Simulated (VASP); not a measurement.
Crystal: Ge2Te3O.

```xyz
6
Lattice="5.0299 0.0000 0.0000 -2.5150 4.3560 0.0000 0.0000 0.0000 7.4978" Properties=species:S:1:pos:R:3 pbc="T T T"
Ge    0.0000    0.0000    5.6518
Ge    0.0000    0.0000    1.8460
Te    2.5150    0.0000    0.0000
Te   -1.2575    2.1780    0.0000
Te    1.2575    2.1780    0.0000
O     0.0000    0.0000    3.7489
```

The cell was generated, and may not be a known phase.

| Property | Result |
| --- | --- |
| Program | VASP 6.6.1 |
| Task | relaxation of cell and atoms |
| Functional | PBE |
| Potentials or basis | VASP PAW PBE potentials, release 64 (Ge_d, Te, O) |
| Cutoff | 600 eV |
| k mesh | 6 × 6 × 2 |
| Occupations | gaussian, width 0.1 eV |
| Spin | no spin polarisation |

At the start: pressure 31.0 GPa; volume 27.38 Å³/atom.

Problem. Where does the relaxation end?

Solution. Over 13 steps the energy falls by 1399.1 meV/atom and the volume is 36.77 Å³/atom (+34.3 %); space group P6/mmm (No. 191, to 0.1 Å) before and after.

The path:
```tsv
step	energy change (eV)	largest force (eV/Å)	pressure (GPa)	volume (Å³)
1	0.0000	2.1986	30.96	164.28
2	-6.3516	0.7118	-4.62	313.48
3	-8.0590	0.1579	-0.81	241.43
4	-8.0644	0.0864	-1.35	246.28
5	-8.0657	0.1125	-1.18	244.48
6	-8.1488	1.5391	0.29	235.60
7	-8.1546	1.1675	-0.02	237.32
8	-8.2588	0.9599	0.00	232.41
9	-8.3813	0.2576	0.45	217.47
10	-8.3863	0.4665	0.34	220.38
11	-8.3868	0.4050	0.32	219.46
12	-8.3670	0.7349	-0.65	222.99
13	-8.3943	0.0188	0.01	220.65
```

Final structure:
```cif
data_structure
_symmetry_space_group_name_H-M 'P 1'
_symmetry_Int_Tables_number 1
_cell_length_a 6.1914
_cell_length_b 6.1914
_cell_length_c 6.6465
_cell_angle_alpha 90.000
_cell_angle_beta 90.000
_cell_angle_gamma 120.000
_cell_volume 220.65
loop_
_atom_site_label
_atom_site_type_symbol
_atom_site_fract_x
_atom_site_fract_y
_atom_site_fract_z
_atom_site_occupancy
Ge1 Ge 0.00000 0.00000 0.76964 1
Ge2 Ge 0.00000 0.00000 0.23036 1
Te1 Te 0.50000 0.00000 0.00000 1
Te2 Te 0.00000 0.50000 0.00000 1
Te3 Te 0.50000 0.50000 0.00000 1
O1 O 0.00000 0.00000 0.50000 1
```

Caveat: the k points lie up to 0.47 Å⁻¹ apart in the final cell, too coarse for converged energies and pressures of a metal; the volume moved by over 15 % at a fixed basis, so the end points are rough.
